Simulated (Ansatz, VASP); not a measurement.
## SiGe: VASP beside Ansatz

```
Si Ge
1.0
     3.93960    0.00000    0.00000
    -1.96980    3.41180    0.00000
     0.00000    0.00000    6.50783
Si Ge
2 2
Cartesian
  1.9698 1.1373 5.6918
  0.0000 2.2745 2.4379
  1.9698 1.1373 3.2565
  0.0000 2.2745 0.0025
```

Change from the starting cell: equal strain along all axes, cell held, atoms relaxed: +1.0 %.

Alike in both runs: functional PBEsol; k mesh 12 × 12 × 6; occupations gaussian, width 0.02 eV; no spin polarisation.

Ansatz relaxed the structure, and its values are those at the end. VASP's run is a single point on that final structure, the one shown.

```csv
,VASP,Ansatz
version,VASP 6.6.1,Ansatz 0.2.0
potentials or method,"VASP PAW PBE potentials, release 64 (Si, Ge_d), cutoff 520 eV","scalar-relativistic, plane waves, PAW"
valence electrons in the cell,36,36
```

```tsv
	VASP	Ansatz	Ansatz less VASP
gap on the k mesh at the Fermi level (eV)	0.33	0.32	-0.005
least direct gap on the mesh (eV)	0.33	0.32	-0.005
pressure (GPa)	-2.3	-2.3	+0.02
```

VASP's potentials were made for PBE, not for PBEsol. Ansatz's warnings: stress scf threshold loose.
